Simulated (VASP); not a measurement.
# CsInH4 (P4/mmm) in VASP: notebook, part 2 of 2

VASP 6.6.1.

**3. Relaxation of cell and atoms, PBE**

This run uses another cell than the first one, of 19.87 Å³/atom, 0.964 times its volume.

File INCAR:

```
SYSTEM = CsInH4
PREC = Accurate ; ENCUT = 600
EDIFF = 1E-6 ; ISMEAR = 0
SIGMA = 0.1 ; LREAL = .False.
LASPH = .True. ; NELM = 100
ALGO = Normal ; ISIF = 3
LWAVE = .False. ; LCHARG = .False.
GGA = PE ; IBRION = 2
NSW = 100 ; EDIFFG = -0.01
```

File KPOINTS:

```
Automatic mesh
0
Gamma
  10 10 6
  0 0 0
```

File POSCAR:

```
CsInH4
1.0
    4.1774204376      0.0000000000      0.0000000000
    0.0000000000      4.1774204376      0.0000000000
    0.0000000000      0.0000000000      6.8300821913
Cs In H
1 1 4
Direct
    0.5000000000      0.5000000000      0.5000000000
    0.0000000000      0.0000000000      0.0000000000
    0.0000000000      0.0000000000      0.5592768395
    0.5000000000      0.5000000000      0.0564793323
    0.5000000000      0.5000000000      0.9435206677
    0.0000000000      0.0000000000      0.4407231605
```

Potentials or basis: VASP PAW PBE potentials, release 64 (Cs_sv, In_d, H).

Launch:

```sh
$ cat potpaw_PBE.64/Cs_sv/POTCAR potpaw_PBE.64/In_d/POTCAR potpaw_PBE.64/H/POTCAR > POTCAR
$ mpirun -np 1 vasp_std > vasp.out
```

OUTCAR:

```text
SYSTEM = CsInH4
   PREC = Accurate
   ENCUT = 600
   EDIFF = 1E-6
   ISMEAR = 0
   LREAL = .False.
   LASPH = .True.
   NELM = 100
   ISIF = 3
   GGA = PE
   IBRION = 2
   NSW = 100
   EDIFFG = -0.01

 ion  position               nearest neighbor table
   1  0.500  0.500  0.500-
   2  0.000  0.000  0.000-
   3  0.000  0.000  0.559-   6 0.81
   4  0.500  0.500  0.056-   5 0.77
   5  0.500  0.500  0.944-   4 0.77
   6  0.000  0.000  0.441-   3 0.81

  LATTYP: Found a simple tetragonal cell.
 ALAT       =     4.1774204376
 C/A-ratio  =     1.6349999463

  Lattice vectors:

 A1 = (   4.1774204376,   0.0000000000,   0.0000000000)
 A2 = (   0.0000000000,   4.1774204376,   0.0000000000)
[... 387 lines left out ...]

 number of electron      26.0000002 magnetization

 Free energy of the ion-electron system (eV)
  ---------------------------------------------------
  ext. energy  EPLUGINS =         0.00000000
  ---------------------------------------------------
  free energy    TOTEN  =       -15.98873167 eV

  energy without entropy =      -15.98097126  energy(sigma->0) =      -15.98485146

 E-fermi :   2.4554     XC(G=0):  -7.6914

 val. band max:        2.4449309933   @ k =   0.4000   0.1000   0.3333
 cond. band min:       2.4561856226   @ k =   0.4000   0.4000   0.1667
 fundamental gap:      0.0112546293
 Fermi energy:         2.4553810451

 k-point     1 :       0.0000    0.0000    0.0000
  band No.  band energies     occupation
      1     -20.9896      2.00000
      2     -12.3951      2.00000
      3     -12.3608      2.00000
      4     -12.2682      2.00000
      5     -12.2682      2.00000
      6     -12.2588      2.00000
[... 457 lines left out ...]
      4     -12.2727      2.00000
      5     -12.2679      2.00000
      6     -12.2529      2.00000
[... 9 lines left out ...]
     16       5.0642      0.00000
     17       5.1132      0.00000

 [... further k-points ...]
[... 5 lines left out ...]
  --------------------------------------------------------------------------------------
  -------------------------------------------------------------------------------------
  Total       -0.0054206     -0.0054206      0.0299159      0.0000000      0.0000000     -0.0000000
  in kB       -0.0701340     -0.0701340      0.3870641      0.0000000      0.0000000     -0.0000000
  external PRESSURE =       0.0822654 kB  Pullay stress =       0.0000000 kB
[... 21 lines left out ...]
  FREE ENERGIE OF THE ION-ELECTRON SYSTEM (eV)
  ---------------------------------------------------
  free  energy   TOTEN  =       -15.9887316661 eV

  energy  without entropy=      -15.9809712562  energy(sigma->0) =      -15.98485146

 reached required accuracy - stopping structural energy minimisation
```

It took 7.1 min on 1 thread of Intel Xeon 6975P-C (Granite Rapids), shared host; peak memory 0.44 GiB.

What came out:

```
Free energy                            : -15.9887 eV
Relaxed volume                         : 20.64 Å³/atom
Relaxed cell                           : a = 4.242 Å, b = 4.242 Å, c = 6.881 Å, α = 90.00°, β = 90.00°, γ = 90.00°
Space group after relaxing (to 0.05 Å) : P4/mmm (No. 123)
Energy gained by relaxing              : 0.9 meV/atom
Ionic steps                            : 11
Pressure after relaxing                : 0.0 GPa
Largest force after relaxing           : 0.004 eV/Å
Band gap on the k mesh                 : zero (band 13 reaches 3.12 eV, above the bottom of band 14 at 1.63 eV)
```

Forces on the atoms (eV/Å):
```
Cs   0.000  0.000  0.000
In   0.000  0.000  0.000
H    0.000  0.000 -0.004
H    0.000  0.000 -0.004
H    0.000  0.000  0.004
H    0.000  0.000  0.004
```

Step by step:
| step | energy change (eV) | largest force (eV/Å) | pressure (GPa) | volume (Å³) |
| --- | --- | --- | --- | --- |
| 1 | 0.0000 | 0.0361 | 0.33 | 119.19 |
| 2 | -0.0015 | 0.0560 | 0.27 | 119.90 |
| 3 | -0.0027 | 0.1573 | 0.19 | 120.90 |
| 4 | -0.0017 | 0.3532 | 0.03 | 122.92 |
| 5 | -0.0028 | 0.2125 | 0.14 | 121.45 |
| 6 | -0.0034 | 0.1831 | 0.13 | 121.73 |
| 7 | -0.0046 | 0.0926 | 0.10 | 122.54 |
| 8 | -0.0050 | 0.0967 | 0.04 | 124.19 |
| 9 | -0.0052 | 0.0584 | 0.06 | 123.64 |
| 10 | -0.0053 | 0.0247 | 0.03 | 123.74 |
| 11 | -0.0053 | 0.0045 | 0.01 | 123.83 |

Final structure:
```yaml
crystal:
  lattice:
    - [4.24220, 0.00000, 0.00000]
    - [0.00000, 4.24220, 0.00000]
    - [0.00000, 0.00000, 6.88093]
  atoms:
    - { symbol: Cs, position: [0.50000, 0.50000, 0.50000] }
    - { symbol: In, position: [0.00000, 0.00000, 0.00000] }
    - { symbol: H, position: [0.00000, 0.00000, 0.55858] }
    - { symbol: H, position: [0.50000, 0.50000, 0.05604] }
    - { symbol: H, position: [0.50000, 0.50000, 0.94396] }
    - { symbol: H, position: [0.00000, 0.00000, 0.44142] }
```

Caveat: spin-orbit coupling is left out, which moves the levels of the heavy elements.

**4. Single point, PBE**

This run uses another cell than the first one, of 14.68 Å³/atom, 0.712 times its volume.

File INCAR:

```
SYSTEM = CsInH4
ALGO = Normal ; EDIFF = 1E-6
ENCUT = 520 ; GGA = PE
ISIF = 2 ; ISMEAR = 0
LASPH = .TRUE. ; LCHARG = .FALSE.
LREAL = .FALSE. ; LWAVE = .FALSE.
NBANDS = 22 ; NELM = 100
PREC = Accurate ; SIGMA = 0.1
```

File KPOINTS:

```
k-points
0
G
  6 6 4
  0 0 0
```

File POSCAR:

```
CsInH4
1.0
    3.7394042800      0.0000000000      0.0000000000
    0.0000000000      3.7394042800      0.0000000000
    0.0000000000      0.0000000000      6.2978870700
Cs In H
1 1 4
Direct
    0.5000000000      0.5000000000      0.5000000000
    0.0000000000      0.0000000000      0.0000000000
    0.0000000000      0.0000000000      0.6038380300
    0.5000000000      0.5000000000      0.1051980000
    0.5000000000      0.5000000000      0.8948020000
    0.0000000000      0.0000000000      0.3961619700
```

Launch:

```sh
$ cat potpaw_PBE.64/Cs_sv/POTCAR potpaw_PBE.64/In_d/POTCAR potpaw_PBE.64/H/POTCAR > POTCAR
$ mpirun -np 1 vasp_std > vasp.out
```

It took 20 s on 1 thread of Intel Xeon 6975P-C (Granite Rapids), shared host; peak memory 0.22 GiB.

Results (log left out):

| Quantity | Value |
| --- | --- |
| Free energy | -13.6317 eV |
| Pressure | 2.0 GPa |
| Largest force | 1.878 eV/Å |
| Band gap on the k mesh | zero (band 13 reaches 3.64 eV, above the bottom of band 14 at 2.64 eV) |

Forces in eV/Å, atoms in the order of the input:
```
Cs   0.000  0.000  0.000
In   0.000  0.000  0.000
H    0.000  0.000 -1.317
H    0.000  0.000 -1.878
H    0.000  0.000  1.878
H    0.000  0.000  1.317
```

Stress tensor (GPa, compression positive):
```
 4.76  0.00  0.00
 0.00  4.76  0.00
 0.00  0.00 -3.58
```

Levels at points of the mesh, in eV from the Fermi level:
| k point | band 10 | band 11 | band 12 | band 13 | band 14 | band 15 | band 16 | band 17 |
| --- | --- | --- | --- | --- | --- | --- | --- | --- |
| (0.00, 0.00, 0.00) | -8.03 | -5.42 | -1.27 | -0.54 | 1.83 | 2.90 | 3.97 | 3.97 |
| (0.50, 0.00, 0.00) | -6.49 | -4.83 | -2.71 | -1.97 | 1.55 | 2.13 | 4.42 | 4.57 |
| (0.50, 0.50, 0.00) | -6.23 | -5.35 | -2.04 | -0.61 | -0.32 | -0.32 | 1.99 | 2.74 |
| (0.00, 0.00, 0.50) | -6.75 | -5.87 | -1.65 | -1.58 | 2.73 | 2.96 | 3.46 | 3.46 |
| (0.50, 0.00, 0.50) | -5.41 | -5.12 | -3.59 | -0.43 | 1.26 | 2.54 | 2.76 | 3.34 |
| (0.50, 0.50, 0.50) | -6.08 | -4.45 | -3.37 | -0.82 | -0.82 | 0.14 | 2.63 | 4.26 |

Caveat: spin-orbit coupling is left out, which moves the levels of the heavy elements; forces of over 1 eV/Å act on the atoms, so gaps and moduli don't describe the material at rest.

**5. Summary**

```tsv
task	cell	k mesh	cutoff (eV)	gap on the mesh (eV)	pressure (GPa)	largest force (eV/Å)
single point	a = 4.237, b = 4.237, c = 6.887 Å, 6 atoms	10 × 10 × 6	520	none	0.0	0.01
relaxation of cell and atoms	relaxed from a = 4.177, b = 4.177, c = 6.830 Å, 6 atoms	10 × 10 × 6	600	none	0.0	-
single point	a = 3.739, b = 3.739, c = 6.298 Å, 6 atoms	6 × 6 × 4	520	none	2.0	1.88
```

Alike in all rows: level PBE; potentials or basis VASP PAW PBE potentials, release 64 (Cs_sv, In_d, H); no spin polarisation; smearing gaussian 0.1 eV.

Caveats: spin-orbit coupling is left out, which moves the levels of the heavy elements; forces of over 1 eV/Å act on the atoms, so gaps and moduli don't describe the material at rest (some runs).

Total energies depend on the potentials used, so only differences within one code and one set of settings carry meaning.
